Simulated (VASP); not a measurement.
Input of a VASP 6.6.1 run:

INCAR

```
SYSTEM = Ba
PREC     = Accurate       ! precision mode
ENCUT    = 520            ! plane-wave cutoff, eV
EDIFF    = 1E-6           ! SCF threshold, eV
ISMEAR   = 0              ! smearing method
SIGMA    = 0.1            ! smearing width, eV
LREAL    = .False.        ! projectors in reciprocal space
LASPH    = .True.         ! aspherical terms in the spheres
NELM     = 80             ! most SCF steps
ALGO     = Normal         ! electronic algorithm
ISIF     = 2              ! what is computed and relaxed
LWAVE    = .False.        ! write WAVECAR
LCHARG   = .False.        ! write CHGCAR
GGA      = PE             ! functional
NBANDS   = 11             ! bands
```

File KPOINTS:

```
regular mesh
0
Gamma
  6 6 6
  0 0 0
```

Contents of POSCAR:

```
Ba
1.0
    2.6284898969     -3.4527274013      0.0000000000
    2.6284898969      3.4527274013      0.0000000000
   -2.5751106284      0.0000000000      3.5554119716
Ba
1
Direct
    0.0000000000      0.0000000000      0.0000000000
```

Potentials or basis: VASP PAW PBE potentials, release 64 (Ba_sv).

Run with:

```sh
$ cat potpaw_PBE.64/Ba_sv/POTCAR > POTCAR
$ mpirun -np 1 vasp_std > vasp.out
```

(1) Predict the pressure.

(2) Predict the band gap on the k mesh.

Answers

(1) 0.0 GPa.

(2) zero (band 5 reaches 1.70 eV, above the bottom of band 6 at 1.11 eV).

Caveat: spin-orbit coupling is left out, which moves the levels of the heavy elements.
